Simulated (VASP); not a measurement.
# AlN (Cm) in VASP: notebook

Runs on AlN. Level: PBE. Tasks: single point.

All numbers are computed with VASP 6.6.1; they aren't measurements. Logs are shortened: lines on timing, memory, paths and dates and some standing lists are left out, and cuts for length are marked.

## Step 1: The cell of the first run

The structure is monoclinic, space group Cm (No. 8). The conventional cell has a = 5.739 Å, b = 3.313 Å, c = 4.188 Å, α = 90.00°, β = 90.00°, γ = 90.00°. Al (site symmetry m) has 4 N at 1.72 to 1.97 Å within 2.3 Å. Within 2.3 Å of Al (site symmetry m) lie 4 N at 1.72 to 1.99 Å. Within 2.3 Å of N (site symmetry m) lie 4 Al at 1.72 to 1.99 Å. N (site symmetry m) has 4 Al at 1.72 to 1.97 Å within 2.3 Å.

## Step 2: Single point, PBE (mode 4 frozen in at -0.246 Å and mode 10 at -0.026 Å (largest displacements))

The input, INCAR:

```
  PREC = Accurate
  ENCUT = 520
  EDIFF = 1E-6
  ISMEAR = 0
  SIGMA = 0.05
  LREAL = False
  LASPH = True
  NELM = 100
  ALGO = Normal
  ISIF = 2
  LWAVE = False
  LCHARG = False
  GGA = PE
  NBANDS = 16
```

The input, KPOINTS:

```
Automatic mesh
0
Gamma
  9 9 6
```

The input, POSCAR:

```
AlN
1.0
    3.3134793407      0.0000000000      0.0000000000
   -1.6567396703      2.8695572839      0.0000000000
    0.0000000000      0.0000000000      4.1875902417
Al N
2 2
Direct
    0.3357213505      0.6714427011      0.7805460420
    0.6690546839      0.3381093678      0.2805460420
    0.3287333206      0.6574666412      0.1911594770
    0.6620666539      0.3241333079      0.6911594770
```

Potentials or basis: VASP PAW PBE potentials, release 64 (Al, N).

The run is started by

```sh
cat potpaw_PBE.64/Al/POTCAR potpaw_PBE.64/N/POTCAR > POTCAR
mpirun -np 1 vasp_std > vasp.out
```

OUTCAR:

```text
PREC = Accurate
   ENCUT = 520
   EDIFF = 1E-6
   ISMEAR = 0
   LREAL = False
   LASPH = True
   NELM = 100
   ISIF = 2
   GGA = PE

 ion  position               nearest neighbor table
   1  0.336  0.671  0.781-   3 1.72   4 1.91   4 1.97   4 1.97   3 2.47   2 2.84   2 2.84   2 2.84
                             2 2.84   2 2.84   2 2.84
   2  0.669  0.338  0.281-   4 1.72   3 1.93   3 1.93   3 1.99   4 2.47   1 2.84   1 2.84   1 2.84
                             1 2.84   1 2.84   1 2.84
   3  0.329  0.657  0.191-   1 1.72   2 1.93   2 1.93   2 1.99   1 2.47
   4  0.662  0.324  0.691-   2 1.72   1 1.91   1 1.97   1 1.97   2 2.47

  LATTYP: Found a hexagonal cell.
 ALAT       =     3.3134793407
 C/A-ratio  =     1.2638045423

  Lattice vectors:

 A1 = (   3.3134793407,   0.0000000000,   0.0000000000)
 A2 = (  -1.6567396703,   2.8695572839,   0.0000000000)
 A3 = (   0.0000000000,   0.0000000000,   4.1875902417)

Analysis of symmetry for initial positions (statically):
=====================================================================
 Subroutine PRICEL returns:
 Original cell was already a primitive cell.

 Routine SETGRP: Setting up the symmetry group for a
 hexagonal supercell.

 Subroutine GETGRP returns: Found  2 space group operations
 (whereof  2 operations were pure point group operations)
 out of a pool of 24 trial point group operations.

The static configuration has the point symmetry C_1h.

Analysis of symmetry for dynamics (positions and initial velocities):
=====================================================================
 Subroutine PRICEL returns:
 Original cell was already a primitive cell.

 Routine SETGRP: Setting up the symmetry group for a
 hexagonal supercell.

 Subroutine GETGRP returns: Found  2 space group operations
 (whereof  2 operations were pure point group operations)
 out of a pool of 24 trial point group operations.

The dynamic configuration has the point symmetry C_1h.

 Subroutine INISYM returns: Found  2 space group operations
 (whereof  2 operations are pure point group operations),
 and found     1 'primitive' translations

----------------------------------------------------------------------------------------

                                     Primitive cell

  volume of cell :      39.8165

  direct lattice vectors                    reciprocal lattice vectors
     3.313479341  0.000000000  0.000000000     0.301797566  0.174242906  0.000000000
    -1.656739670  2.869557284  0.000000000     0.000000000  0.348485812  0.000000000
     0.000000000  0.000000000  4.187590242     0.000000000  0.000000000  0.238800824

  length of vectors
     3.313479341  3.313479341  4.187590242     0.348485812  0.348485812  0.238800824

  position of ions in fractional coordinates (direct lattice)
     0.335721351  0.671442701  0.780546042
     0.669054684  0.338109368  0.280546042
     0.328733321  0.657466641  0.191159477
     0.662066654  0.324133308  0.691159477

  ion indices of the primitive-cell ions
   primitive index   ion index
                 1           1
                 2           2
                 3           3
                 4           4

----------------------------------------------------------------------------------------

 KPOINTS: Automatic mesh

Automatic generation of k-mesh.
 Grid dimensions read from file:
 generate k-points for:    9    9    6

 Generating k-lattice:

  Cartesian coordinates                     Fractional coordinates (reciprocal lattice)
     0.033533063  0.019360323  0.000000000     0.111111111  0.000000000  0.000000000
     0.000000000  0.038720646  0.000000000     0.000000000  0.111111111  0.000000000
     0.000000000  0.000000000  0.039800137     0.000000000  0.000000000  0.166666667

  Length of vectors
     0.038720646  0.038720646  0.039800137

  Shift w.r.t. Gamma in fractional coordinates (k-lattice)
     0.000000000  0.000000000  0.000000000

 Subroutine IBZKPT returns following result:
 ===========================================

 Found    140 irreducible k-points:

 Following reciprocal coordinates:
            Coordinates               Weight
  0.000000  0.000000  0.000000      1.000000
  0.111111  0.000000  0.000000      4.000000
  0.000000  0.111111  0.000000      2.000000
  0.222222 -0.000000  0.000000      4.000000
  0.000000  0.222222  0.000000      2.000000
  0.333333 -0.000000  0.000000      4.000000
[... 16 lines left out ...]
 -0.222222 -0.444444  0.000000      4.000000
  0.444444  0.333333  0.000000      4.000000
 [... further k-points ...]
   k-points           NKPTS =    140   k-points in BZ     NKDIM =    140   number of bands    NBANDS=     16
   number of dos      NEDOS =    301   number of ions     NIONS =      4
   total plane-waves  NPLWV =  25088
   dimension x,y,z NGX =    28 NGY =   28 NGZ =   32
   dimension x,y,z NGXF=    56 NGYF=   56 NGZF=   64
   ions per type =               2   2
   NGX,Y,Z   is equivalent  to a cutoff of  14.05, 14.05, 12.70 a.u.
   NGXF,Y,Z  is equivalent  to a cutoff of  28.10, 28.10, 25.41 a.u.
 SYSTEM =  unknown system
   PREC   = accura    normal or accurate (medium, high low for compatibility)
   ISTART =      0    job   : 0-new  1-cont  2-samecut
   ICHARG =      2    charge: 1-file 2-atom 10-const
   ISPIN  =      1    spin polarized calculation?
   LNONCOLLINEAR =      F non collinear calculations
   LSORBIT =      F    spin-orbit coupling
   LASPH  =      T    aspherical Exc in radial PAW
   ENCUT  =  520.0 eV  38.22 Ry    6.18 a.u.   6.16  6.16  7.79*2*pi/ulx,y,z
   NELM   =    100;   NELMIN=  2; NELMDL= -5     # of ELM steps
   EDIFF  = 0.1E-05   stopping-criterion for ELM
   LREAL  =      F    real-space projection
   EDIFFG = 0.1E-04   stopping-criterion for IOM
   NSW    =      0    number of steps for IOM
   IBRION =     -1    ionic relax: 0-MD 1-quasi-New 2-CG
   NFREE  =      0    steps in history (QN), initial steepest desc. (CG)
   ISIF   =      2    stress and relaxation
   ISYM   =      2    0-nonsym 1-usesym 2-fastsym
   POTIM  = 0.5000    time-step for ionic-motion
   TEBEG  =    0.0;   TEEND  =   0.0 temperature during run
   PSTRESS=    0.0 pullay stress
   NELECT =      16.0000    total number of electrons
   NUPDOWN=      -1.0000    fix difference up-down
   EMIN   =  10.00;   EMAX   =-10.00  energy-range for DOS
   EFERMI =   0.00;   METHOD = LEGACY
   ISMEAR =     0;   SIGMA  =   0.05  broadening in eV -4-tet -1-fermi 0-gaus
   EFERMI_NEDOS =   21; number of points for ismear=-14 and -15
   IALGO  =     38    algorithm
   IMIX   =      4    mixing-type and parameters
     AMIX     =   0.40;   BMIX     =  1.00
     AMIX_MAG =   1.60;   BMIX_MAG =  1.00
  volume/ion in A,a.u.               =       9.95        67.17
  Fermi-wavevector in a.u.,A,eV,Ry     =   1.208074  2.282930 19.856940  1.459444
  Thomas-Fermi vector in A             =   2.343693
   LORBIT       =      0    0 simple, 1 ext, 2 COOP (PROOUT), +10 PAW based schemes
   GGA     = PE    functional components
   LHFCALC =     F    Hartree Fock is set to
   AEXX    =    0.0000 exact exchange contribution
   IVDW    =     0    specifies the selected vdW correction
   LEPSILON=     F    determine dielectric tensor
   LRPA    =     F    only Hartree local field effects (RPA)
 non-spin polarized calculation
 Gauss-broadening in eV      SIGMA  =   0.05
  energy-cutoff  :      520.00
  volume of cell :       39.82
 maximum number of plane-waves:      1090
 NGX is ok and might be reduce to    28
   NGX = 13   NGY = 13   NGZ = 15

 number of electron      16.0000000 magnetization

 Free energy of the ion-electron system (eV)
  ---------------------------------------------------
  ext. energy  EPLUGINS =         0.00000000
  ---------------------------------------------------
  free energy    TOTEN  =       -28.59529440 eV

  energy without entropy =      -28.59529440  energy(sigma->0) =      -28.59529440

 E-fermi :   7.5123     XC(G=0): -11.1103

 val. band max:        7.2533052085   @ k =   0.0000   0.0000   0.0000
 cond. band min:      11.0495635133   @ k =   0.0000   0.0000   0.0000
 fundamental gap:      3.7962583048
 Fermi energy:         7.5122540161

 k-point     1 :       0.0000    0.0000    0.0000
  band No.  band energies     occupation
      1      -8.9182      2.00000
      2      -5.4773      2.00000
      3       1.1992      2.00000
      4       4.7022      2.00000
      5       4.7049      2.00000
      6       6.2988      2.00000
[... 8 lines left out ...]
     15      19.3881      0.00000
     16      20.0505      0.00000

 k-point     2 :       0.1111    0.0000    0.0000
  band No.  band energies     occupation
      1      -8.7813      2.00000
      2      -5.4709      2.00000
      3       1.3464      2.00000
      4       4.1798      2.00000
      5       4.5036      2.00000
      6       5.7312      2.00000
[... 8 lines left out ...]
     15      19.3954      0.00000
     16      19.7543      0.00000

 k-point     3 :       0.0000    0.1111    0.0000
  band No.  band energies     occupation
      1      -8.7813      2.00000
      2      -5.4710      2.00000
      3       1.3463      2.00000
      4       4.1843      2.00000
      5       4.4987      2.00000
      6       5.7307      2.00000
[... 8 lines left out ...]
     15      19.3783      0.00000
     16      19.7604      0.00000

 k-point     4 :       0.2222   -0.0000    0.0000
  band No.  band energies     occupation
      1      -8.3886      2.00000
      2      -5.4936      2.00000
      3       1.7643      2.00000
      4       3.0717      2.00000
      5       4.0888      2.00000
      6       4.7792      2.00000
[... 8 lines left out ...]
     15      18.5095      0.00000
     16      20.0587      0.00000
[... 324 lines left out ...]
 k-point    22 :       0.3333    0.2222    0.0000
  band No.  band energies     occupation
      1      -6.9360      2.00000
      2      -6.0879      2.00000
      3       1.4033      2.00000
      4       2.8209      2.00000
      5       3.5673      2.00000
      6       3.6655      2.00000
[... 8 lines left out ...]
     15      20.3444      0.00000
     16      20.5965      0.00000

 k-point    23 :      -0.2222   -0.4444    0.0000
  band No.  band energies     occupation
      1      -6.9358      2.00000
      2      -6.0883      2.00000
      3       1.4049      2.00000
      4       2.8197      2.00000
      5       3.5644      2.00000
      6       3.6673      2.00000
[... 8 lines left out ...]
     15      20.3436      0.00000
     16      20.6008      0.00000

 k-point    24 :       0.4444    0.3333    0.0000
  band No.  band energies     occupation
      1      -6.9362      2.00000
      2      -6.0876      2.00000
      3       1.4023      2.00000
      4       2.8229      2.00000
      5       3.5626      2.00000
      6       3.6691      2.00000
[... 8 lines left out ...]
     15      20.3370      0.00000
     16      20.6055      0.00000

 [... further k-points ...]
[... 5 lines left out ...]
  --------------------------------------------------------------------------------------
  -------------------------------------------------------------------------------------
  Total       -1.8260367     -1.7562882     14.6144745     -0.0000000     -0.3728844     -0.0000000
  in kB      -73.4779002    -70.6712904    588.0719199     -0.0000000    -15.0044968     -0.0000000
  external PRESSURE =     147.9742431 kB  Pullay stress =       0.0000000 kB

 VOLUME and BASIS-vectors are now :
 -----------------------------------------------------------------------------
  energy-cutoff  :      520.00
  volume of cell :       39.82
      direct lattice vectors                 reciprocal lattice vectors
     3.313479341  0.000000000  0.000000000     0.301797566  0.174242906  0.000000000
    -1.656739670  2.869557284  0.000000000     0.000000000  0.348485812  0.000000000
     0.000000000  0.000000000  4.187590242     0.000000000  0.000000000  0.238800824

 POSITION                                       TOTAL-FORCE (eV/Angst)
 -----------------------------------------------------------------------------------
     -0.00000      1.92674      3.26861        -0.000000     -0.423274     -3.336311
      1.65674      0.97022      1.17481        -0.000000     -0.363257     -3.337230
      0.00000      1.88664      0.80050         0.000000      0.361561      3.337329
      1.65674      0.93012      2.89429         0.000000      0.424970      3.336212
 -----------------------------------------------------------------------------------
    total drift:                                0.000001      0.000114      0.000606

  FREE ENERGIE OF THE ION-ELECTRON SYSTEM (eV)
  ---------------------------------------------------
  free  energy   TOTEN  =       -28.5952943958 eV

  energy  without entropy=      -28.5952943958  energy(sigma->0) =      -28.59529440
```

Run time: 34 s. Hardware: 1 thread of Intel Xeon 6975P-C (Granite Rapids), shared host; peak memory 0.2 GiB.

What came out:

| Property | Result |
| --- | --- |
| Free energy | -28.5953 eV |
| Pressure | 14.8 GPa |
| Largest force | 3.363 eV/Å |
| Band gap on the k mesh | 3.80 eV, direct |

Forces on the atoms (eV/Å):
```
Al   0.000 -0.423 -3.336
Al   0.000 -0.363 -3.337
N    0.000  0.362  3.337
N    0.000  0.425  3.336
```

Stress tensor (GPa, compression positive):
```
-7.35  0.00  0.00
 0.00 -7.07 -1.50
 0.00 -1.50 58.81
```

Caveat: the cell differs from its parent crystal (mode 4 frozen in at -0.246 Å and mode 10 at -0.026 Å (largest displacements)); forces of over 1 eV/Å act on the atoms, so gaps and moduli don't describe the material at rest.

(Part 1 of 2 ends here.)
